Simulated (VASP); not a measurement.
# Mg13Cd3O16 (P1) in VASP: single point with PBEsol

Aim: the single point of Mg13Cd3O16 with PBEsol.

All numbers are computed with VASP 6.6.1; they aren't measurements. Logs are shortened: lines on timing, memory, paths and dates and some standing lists are left out, and cuts for length are marked.

### 1 The cell of the first run

The typed cell holds 64 atoms: a = 8.659 Å, b = 8.659 Å, c = 8.659 Å, α = 90.00°, β = 90.00°, γ = 90.00°.

### 2 Single point, PBEsol

Contents of INCAR:

```
SYSTEM = Mg13Cd3O16
PREC = Accurate ; ENCUT = 520
EDIFF = 1E-6 ; ISMEAR = -1
SIGMA = 0.05 ; LREAL = Auto
LASPH = .TRUE. ; NELM = 80
ALGO = Normal ; ISIF = 2
LWAVE = .FALSE. ; LCHARG = .TRUE.
GGA = PS ; LELF = .TRUE.
LVHAR = .TRUE. ; NBANDS = 196
ISYM = 0
```

Contents of KPOINTS:

```
Automatic mesh
0
Gamma
  1 1 1
  0.25 0.25 0.25
```

Contents of POSCAR:

```
Mg13Cd3O16
1.0
    8.6589226786      0.0000000000      0.0000000000
    0.0000000000      8.6589226786      0.0000000000
    0.0000000000      0.0000000000      8.6589226786
O Mg Cd
32 26 6
Direct
    0.2462470000      0.0146840000      0.9990000000
    0.2341480000      0.0163010000      0.5031330000
    0.2468420000      0.4837110000      0.9871820000
    0.2458670000      0.4848830000      0.5140010000
    0.7520430000      0.0029440000      0.9996870000
    0.7621750000      0.0035110000      0.5012300000
    0.7507620000      0.4968380000      0.9983580000
    0.7518770000      0.4972310000      0.5024300000
    0.9962390000      0.2513350000      0.0007530000
    0.9962360000      0.2543060000      0.5000950000
    0.9851460000      0.7491400000      0.0005250000
    0.9853950000      0.7485720000      0.4998820000
    0.5021850000      0.2520160000      0.0005910000
    0.5018050000      0.2629410000      0.5002230000
    0.5142390000      0.7468390000      0.0008100000
    0.5149710000      0.7358000000      0.5001250000
    0.9988130000      0.9857240000      0.2479250000
    0.9999830000      0.9848060000      0.7525460000
    0.9872320000      0.5169650000      0.2498210000
    0.9982030000      0.5154720000      0.7512250000
    0.5021550000      0.9968320000      0.2371740000
    0.4998860000      0.9961160000      0.7633060000
    0.5117630000      0.5028810000      0.2479880000
    0.5013950000      0.5024140000      0.7524790000
    0.2672020000      0.2371430000      0.2513180000
    0.2658940000      0.2471640000      0.7504880000
    0.2561600000      0.7659940000      0.2512810000
    0.2549380000      0.7517000000      0.7504420000
    0.7362630000      0.2480340000      0.2505830000
    0.7356560000      0.2485650000      0.7497950000
    0.7474930000      0.7527470000      0.2506870000
    0.7474430000      0.7508870000      0.7501490000
    0.9972000000      0.9974770000      0.0001130000
    0.9975560000      0.9972400000      0.5007860000
    0.9947170000      0.5025150000      0.9976550000
    0.9949390000      0.5028400000      0.5033840000
    0.5029490000      0.0016600000      0.0002630000
    0.5054120000      0.4982460000      0.9984370000
    0.5053630000      0.4987020000      0.5029160000
    0.2560110000      0.2484620000      0.9980100000
    0.2537810000      0.2503250000      0.5030290000
    0.7459400000      0.2498340000      0.0001220000
    0.7472400000      0.2516720000      0.5007030000
    0.7494750000      0.7501810000      0.0000580000
    0.7506250000      0.7482850000      0.5007560000
    0.2499550000      0.0026460000      0.2473080000
    0.2501080000      0.0019580000      0.7531620000
    0.2524880000      0.4976100000      0.7507220000
    0.7497320000      0.9992270000      0.2481160000
    0.7495000000      0.9985740000      0.7523280000
    0.7484980000      0.5015460000      0.2503160000
    0.7479710000      0.5015090000      0.7505780000
    0.9903840000      0.7521700000      0.2502840000
    0.9934510000      0.7501680000      0.7507890000
    0.5025550000      0.2503670000      0.2481570000
    0.5009430000      0.2520770000      0.7525980000
    0.5071920000      0.7501170000      0.2477510000
    0.5047970000      0.7479250000      0.7531650000
    0.4996420000      0.0004160000      0.5001450000
    0.2493930000      0.7502550000      0.0002600000
    0.2483950000      0.7499350000      0.5012870000
    0.2505480000      0.4988260000      0.2506720000
    0.0000210000      0.2492510000      0.2505740000
    0.0009160000      0.2498380000      0.7503010000
```

Potentials or basis: VASP PAW PBE potentials, release 64 (O, Mg, Cd).

Started as:

```bash
$ cat potpaw_PBE.64/O/POTCAR potpaw_PBE.64/Mg/POTCAR potpaw_PBE.64/Cd/POTCAR > POTCAR
$ mpirun -np 1 vasp_std > vasp.out
```

OUTCAR:

```text
SYSTEM = Mg13Cd3O16
   PREC = Accurate
   ENCUT = 520
   EDIFF = 1E-6
   ISMEAR = -1
   LREAL = Auto
   LASPH = .TRUE.
   NELM = 80
   ISIF = 2
   GGA = PS
   ISYM = 0

 ion  position               nearest neighbor table
   1  0.246  0.015  0.999-  40 2.03  47 2.13  46 2.15  33 2.16  37 2.23  60 2.29
   2  0.234  0.016  0.503-  41 2.03  34 2.06  47 2.17  46 2.22  59 2.30  61 2.31
   3  0.247  0.484  0.987-  40 2.04  48 2.05  35 2.19  38 2.24  62 2.29  60 2.31
   4  0.246  0.485  0.514-  41 2.03  48 2.05  36 2.18  39 2.25  62 2.28  61 2.30
   5  0.752  0.003  1.000-  33 2.12  42 2.14  50 2.14  49 2.15  37 2.16  44 2.19
   6  0.762  0.004  0.501-  34 2.04  43 2.15  50 2.18  49 2.19  45 2.21  59 2.27
[... 76 lines left out ...]
  58  0.505  0.748  0.753-  32 2.10  24 2.13  15 2.15  22 2.15  28 2.16  16 2.20  52 3.00  44 3.01
                            38 3.03  50 3.03  45 3.05  39 3.06  37 3.07  60 3.08  48 3.08  59 3.10
  59  0.500  0.000  0.500-  14 2.27   6 2.27  21 2.28  22 2.28  16 2.30   2 2.30  41 3.04  43 3.05
                            61 3.07  55 3.07  50 3.07  49 3.07  46 3.08  47 3.08  57 3.08  45 3.08
  60  0.249  0.750  0.000-  28 2.16  27 2.18  11 2.29   1 2.29  15 2.29   3 2.31  47 3.05  33 3.06
                            46 3.06  62 3.07  48 3.07  35 3.08  58 3.08  37 3.09  57 3.09  54 3.09
  61  0.248  0.750  0.501-  28 2.16  27 2.17  12 2.28   4 2.30   2 2.31  16 2.31  34 3.05  36 3.07
                            59 3.07  62 3.07  48 3.07  47 3.09  54 3.09  46 3.10  39 3.11  58 3.11
  62  0.251  0.499  0.251-  23 2.26  25 2.27   4 2.28  19 2.29   3 2.29  27 2.31  63 3.06  55 3.06
                            41 3.07  61 3.07  60 3.07  40 3.08  39 3.10  38 3.10  57 3.11  36 3.11
  63  0.000  0.249  0.251-  10 2.16   9 2.16  17 2.28  29 2.28  25 2.32  19 2.32  46 3.04  62 3.06
                            49 3.06  34 3.08  33 3.08  43 3.08  51 3.08  42 3.09  41 3.10  35 3.10
  64  0.001  0.250  0.750-  10 2.17   9 2.17  26 2.29  18 2.29  30 2.30  20 2.30  47 3.04  48 3.06
                            36 3.06  35 3.06  41 3.06  34 3.07  33 3.07  50 3.08  40 3.08  43 3.08

IMPORTANT INFORMATION: All symmetrisations will be switched off!
NOSYMM: (Re-)initialisation of all symmetry stuff for point group C_1.

----------------------------------------------------------------------------------------

                                     Primitive cell

  volume of cell :     649.2195

  direct lattice vectors                    reciprocal lattice vectors
     8.658922679  0.000000000  0.000000000     0.115487808  0.000000000  0.000000000
     0.000000000  8.658922679  0.000000000     0.000000000  0.115487808  0.000000000
     0.000000000  0.000000000  8.658922679     0.000000000  0.000000000  0.115487808

  length of vectors
     8.658922679  8.658922679  8.658922679     0.115487808  0.115487808  0.115487808

  position of ions in fractional coordinates (direct lattice)
     0.246247000  0.014684000  0.999000000
     0.234148000  0.016301000  0.503133000
     0.246842000  0.483711000  0.987182000
     0.245867000  0.484883000  0.514001000
     0.752043000  0.002944000  0.999687000
     0.762175000  0.003511000  0.501230000
[... 56 lines left out ...]
     0.000021000  0.249251000  0.250574000
     0.000916000  0.249838000  0.750301000

  ion indices of the primitive-cell ions
   primitive index   ion index
                 1           1
                 2           2
                 3           3
                 4           4
                 5           5
                 6           6
[... 56 lines left out ...]
                63          63
                64          64

----------------------------------------------------------------------------------------

 KPOINTS: Automatic mesh

Automatic generation of k-mesh.
 Grid dimensions read from file:
 generate k-points for:    1    1    1

 Generating k-lattice:

  Cartesian coordinates                     Fractional coordinates (reciprocal lattice)
     0.115487808  0.000000000  0.000000000     1.000000000  0.000000000  0.000000000
     0.000000000  0.115487808  0.000000000     0.000000000  1.000000000  0.000000000
     0.000000000  0.000000000  0.115487808     0.000000000  0.000000000  1.000000000

  Length of vectors
     0.115487808  0.115487808  0.115487808

  Shift w.r.t. Gamma in fractional coordinates (k-lattice)
     0.250000000  0.250000000  0.250000000

 Subroutine IBZKPT returns following result:
 ===========================================

 Found      4 irreducible k-points:

 Following reciprocal coordinates:
            Coordinates               Weight
  0.250000  0.250000  0.250000      2.000000
 -0.250000  0.250000  0.250000      2.000000
 -0.250000 -0.250000  0.250000      2.000000
  0.250000 -0.250000  0.250000      2.000000
   k-points           NKPTS =      4   k-points in BZ     NKDIM =      4   number of bands    NBANDS=    196
   number of dos      NEDOS =    301   number of ions     NIONS =     64
   total plane-waves  NPLWV = 262144
   dimension x,y,z NGX =    64 NGY =   64 NGZ =   64
   dimension x,y,z NGXF=   128 NGYF=  128 NGZF=  128
   ions per type =              32  26   6
   NGX,Y,Z   is equivalent  to a cutoff of  12.29, 12.29, 12.29 a.u.
   NGXF,Y,Z  is equivalent  to a cutoff of  24.58, 24.58, 24.58 a.u.
 SYSTEM =  Mg13Cd3O16
   PREC   = accura    normal or accurate (medium, high low for compatibility)
   ISTART =      0    job   : 0-new  1-cont  2-samecut
   ICHARG =      2    charge: 1-file 2-atom 10-const
   ISPIN  =      1    spin polarized calculation?
   LNONCOLLINEAR =      F non collinear calculations
   LSORBIT =      F    spin-orbit coupling
   LASPH  =      T    aspherical Exc in radial PAW
   ENCUT  =  520.0 eV  38.22 Ry    6.18 a.u.  16.10 16.10 16.10*2*pi/ulx,y,z
   NELM   =     80;   NELMIN=  2; NELMDL= -5     # of ELM steps
   EDIFF  = 0.1E-05   stopping-criterion for ELM
   LREAL  =      T    real-space projection
   EDIFFG = 0.1E-04   stopping-criterion for IOM
   NSW    =      0    number of steps for IOM
   IBRION =     -1    ionic relax: 0-MD 1-quasi-New 2-CG
   NFREE  =      0    steps in history (QN), initial steepest desc. (CG)
   ISIF   =      2    stress and relaxation
   ISYM   =      0    0-nonsym 1-usesym 2-fastsym
   POTIM  = 0.5000    time-step for ionic-motion
   TEBEG  =    0.0;   TEEND  =   0.0 temperature during run
   PSTRESS=    0.0 pullay stress
   NELECT =     316.0000    total number of electrons
   NUPDOWN=      -1.0000    fix difference up-down
   EMIN   =  10.00;   EMAX   =-10.00  energy-range for DOS
   EFERMI =   0.00;   METHOD = LEGACY
   ISMEAR =    -1;   SIGMA  =   0.05  broadening in eV -4-tet -1-fermi 0-gaus
   EFERMI_NEDOS =   21; number of points for ismear=-14 and -15
   IALGO  =     38    algorithm
   IMIX   =      4    mixing-type and parameters
     AMIX     =   0.40;   BMIX     =  1.00
     AMIX_MAG =   1.60;   BMIX_MAG =  1.00
  volume/ion in A,a.u.               =      10.14        68.46
  Fermi-wavevector in a.u.,A,eV,Ry     =   1.287775  2.433542 22.563419  1.658365
  Thomas-Fermi vector in A             =   2.419769
   LORBIT       =      0    0 simple, 1 ext, 2 COOP (PROOUT), +10 PAW based schemes
   GGA     = PS    functional components
   LHFCALC =     F    Hartree Fock is set to
   AEXX    =    0.0000 exact exchange contribution
   IVDW    =     0    specifies the selected vdW correction
   LEPSILON=     F    determine dielectric tensor
   LRPA    =     F    only Hartree local field effects (RPA)
 non-spin polarized calculation
  energy-cutoff  :      520.00
  volume of cell :      649.22
 maximum number of plane-waves:     17515
   NGX = 33   NGY = 33   NGZ = 33

 number of electron     315.9999904 magnetization

 Free energy of the ion-electron system (eV)
  ---------------------------------------------------
  ext. energy  EPLUGINS =         0.00000000
  ---------------------------------------------------
  free energy    TOTEN  =      -372.81974523 eV

  energy without entropy =     -372.81974523  energy(sigma->0) =     -372.81974523

 E-fermi :   4.3275     XC(G=0): -11.4007

 val. band max:        3.0991553277   @ k =   0.2500  -0.2500   0.2500
 cond. band min:       6.5308328837   @ k =  -0.2500  -0.2500   0.2500
 fundamental gap:      3.4316775560
 Fermi energy:         4.3274601155

 k-point     1 :       0.2500    0.2500    0.2500
  band No.  band energies     occupation
      1     -14.3210      2.00000
      2     -14.0226      2.00000
      3     -13.9683      2.00000
      4     -13.9515      2.00000
      5     -13.7600      2.00000
      6     -13.7115      2.00000
[... 162 lines left out ...]
    169      10.0483      0.00000
    170      10.1320      0.00000

 k-point     2 :      -0.2500    0.2500    0.2500
  band No.  band energies     occupation
      1     -14.3204      2.00000
      2     -14.0266      2.00000
      3     -13.9690      2.00000
      4     -13.9474      2.00000
      5     -13.7582      2.00000
      6     -13.7163      2.00000
[... 162 lines left out ...]
    169       9.9397      0.00000
    170      10.0943      0.00000

 k-point     3 :      -0.2500   -0.2500    0.2500
  band No.  band energies     occupation
      1     -14.3209      2.00000
      2     -14.0215      2.00000
      3     -13.9705      2.00000
      4     -13.9533      2.00000
      5     -13.7526      2.00000
      6     -13.7136      2.00000
[... 162 lines left out ...]
    169      10.0473      0.00000
    170      10.1040      0.00000

 k-point     4 :       0.2500   -0.2500    0.2500
  band No.  band energies     occupation
      1     -14.3206      2.00000
      2     -14.0254      2.00000
      3     -13.9685      2.00000
      4     -13.9478      2.00000
      5     -13.7626      2.00000
      6     -13.7140      2.00000
[... 162 lines left out ...]
    169      10.0028      0.00000
    170      10.1532      0.00000
 [bands above 170 left out]

------------------------ aborting loop because EDIFF is reached ----------------------------------------

  FORCE on cell =-STRESS in cart. coord.  units (eV):
  Direction    XX          YY          ZZ          XY          YZ          ZX
  --------------------------------------------------------------------------------------
  -------------------------------------------------------------------------------------
  Total        0.0868784     -0.1219972      1.3425708     -1.2222351      0.0266313     -0.1579924
  in kB        0.2144029     -0.3010710      3.3132651     -3.0162945      0.0657221     -0.3899017
  external PRESSURE =       1.0755323 kB  Pullay stress =       0.0000000 kB

 VOLUME and BASIS-vectors are now :
 -----------------------------------------------------------------------------
  energy-cutoff  :      520.00
  volume of cell :      649.22
      direct lattice vectors                 reciprocal lattice vectors
     8.658922679  0.000000000  0.000000000     0.115487808  0.000000000  0.000000000
     0.000000000  8.658922679  0.000000000     0.000000000  0.115487808  0.000000000
     0.000000000  0.000000000  8.658922679     0.000000000  0.000000000  0.115487808

 POSITION                                       TOTAL-FORCE (eV/Angst)
 -----------------------------------------------------------------------------------
      2.13223      0.12715      8.65026        -0.011681      0.075342     -0.010517
      2.02747      0.14115      4.35659        -0.082347      0.081460     -0.006298
      2.13739      4.18842      8.54793         0.017894     -0.058392     -0.063129
      2.12894      4.19856      4.45069        -0.003902     -0.078159      0.095753
      6.51188      0.02549      8.65621        -0.002679     -0.002525     -0.003287
      6.59961      0.03040      4.34011         0.077355     -0.006099     -0.011169
[... 56 lines left out ...]
      0.00018      2.15825      2.16970         0.009565      0.004998     -0.001847
      0.00793      2.16333      6.49680         0.005358      0.000870     -0.000374
 -----------------------------------------------------------------------------------
    total drift:                                0.013167     -0.009358     -0.017798

  FREE ENERGIE OF THE ION-ELECTRON SYSTEM (eV)
  ---------------------------------------------------
  free  energy   TOTEN  =      -372.8197452321 eV

  energy  without entropy=     -372.8197452321  energy(sigma->0) =     -372.81974523
```

Wall time 20 min (1 thread of Intel Xeon 6975P-C, shared host); peak memory 0.77 GiB.

Results:

```
Free energy            : -372.8197 eV
Pressure               : 0.1 GPa
Largest force          : 0.124 eV/Å
Band gap on the k mesh : 3.43 eV, indirect (the least direct gap lies 0.9 meV higher)
```

Forces on the atoms (eV/Å):
```
O   -0.012  0.075 -0.011
O   -0.082  0.081 -0.006
O    0.018 -0.058 -0.063
O   -0.004 -0.078  0.096
O   -0.003 -0.003 -0.003
O    0.077 -0.006 -0.011
O    0.006  0.002  0.004
O   -0.001 -0.004 -0.004
O   -0.002  0.003 -0.001
O   -0.008  0.008  0.001
O   -0.065  0.004  0.018
O   -0.070  0.009  0.016
O   -0.005 -0.003 -0.001
O   -0.011  0.079 -0.012
O    0.068 -0.009 -0.013
O    0.080 -0.082 -0.007
O    0.017 -0.074  0.015
O    0.010 -0.071  0.015
O   -0.085  0.076 -0.009
O   -0.009  0.067 -0.015
O    0.011  0.005 -0.072
O   -0.010 -0.011  0.077
O    0.075 -0.001 -0.012
O   -0.006 -0.001 -0.005
O    0.074 -0.099 -0.008
O    0.068 -0.009 -0.016
O    0.002  0.077 -0.014
O    0.009  0.000 -0.001
O   -0.073  0.011  0.018
O   -0.068  0.008  0.014
O   -0.001 -0.003  0.000
O    0.000  0.003  0.001
Mg  -0.004 -0.005 -0.002
Mg  -0.004 -0.008 -0.002
Mg  -0.011  0.003 -0.003
Mg  -0.008  0.003  0.009
Mg   0.007  0.006 -0.001
Mg   0.008 -0.003 -0.003
Mg   0.007 -0.004  0.006
Mg   0.011 -0.004 -0.003
Mg   0.007 -0.001  0.008
Mg  -0.009  0.000 -0.003
Mg  -0.006  0.005 -0.002
Mg   0.000  0.002  0.000
Mg   0.002 -0.002  0.000
Mg  -0.003  0.006 -0.003
Mg  -0.001  0.006  0.007
Mg   0.007 -0.005 -0.002
Mg  -0.003 -0.004 -0.003
Mg  -0.001 -0.005  0.009
Mg  -0.003  0.003  0.000
Mg  -0.003  0.003  0.000
Mg  -0.009  0.003 -0.002
Mg  -0.008 -0.001 -0.004
Mg   0.007 -0.002 -0.004
Mg  -0.001  0.005  0.008
Mg   0.013  0.000 -0.001
Mg   0.008 -0.003  0.007
Cd  -0.006 -0.004 -0.002
Cd  -0.002 -0.004  0.001
Cd  -0.002 -0.002 -0.003
Cd  -0.005  0.007  0.000
Cd   0.010  0.005 -0.002
Cd   0.005  0.001  0.000
```

Stress tensor (GPa, compression positive):
```
 0.02 -0.30 -0.04
-0.30 -0.03  0.01
-0.04  0.01  0.33
```

Caveat: the k points lie up to 0.73 Å⁻¹ apart; the PAW data sets were made with another functional, which shifts forces and pressure a little.
